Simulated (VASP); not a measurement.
A run of VASP 6.6.1 is set up as follows.

Contents of INCAR:

```
PREC = Accurate
ENCUT = 400
EDIFF = 1E-6
ISMEAR = 0
SIGMA = 0.1
LREAL = False
LASPH = True
NELM = 120
ALGO = Normal
ISIF = 2
LWAVE = False
LCHARG = False
LDIPOL = True
IDIPOL = 3
DIPOL = 0.5 0.5 0.356
GGA = PE
NBANDS = 32
GGA_COMPAT = False
NELMDL = -8
```

The input KPOINTS:

```
regular mesh
0
Gamma
  9 9 1
```

File POSCAR:

```
W3S
1.0
    2.8547213223      0.0000000000      0.0000000000
    0.0000000000      2.8547213223      0.0000000000
    0.0000000000      0.0000000000     19.4446428902
W S
3 1
Direct
    0.5000000000      0.5000000000      0.2057121863
    0.0000000000      0.0000000000      0.3071173012
    0.5000000000      0.5000000000      0.4085774645
    0.8333333333      0.8333333333      0.5009120351
```

Potentials or basis: VASP PAW PBE potentials, release 64 (W_sv, S).

Launch:

```console
$ cat potpaw_PBE.64/W_sv/POTCAR potpaw_PBE.64/S/POTCAR > POTCAR
$ mpirun -np 1 vasp_std > vasp.out
```

Estimate the largest force.

0.795 eV/Å.

What does it give for the band gap on the k mesh?

Zero (bands 24 and 25 overlap by 0.92 eV).

Forces in eV/Å, atoms in the order of the input:
```
W   -0.047 -0.047 -0.111
W   -0.265 -0.265  0.409
W   -0.250 -0.250 -0.294
S    0.562  0.562 -0.004
```

Caveat: spin-orbit coupling is left out, which moves the levels of the heavy elements.
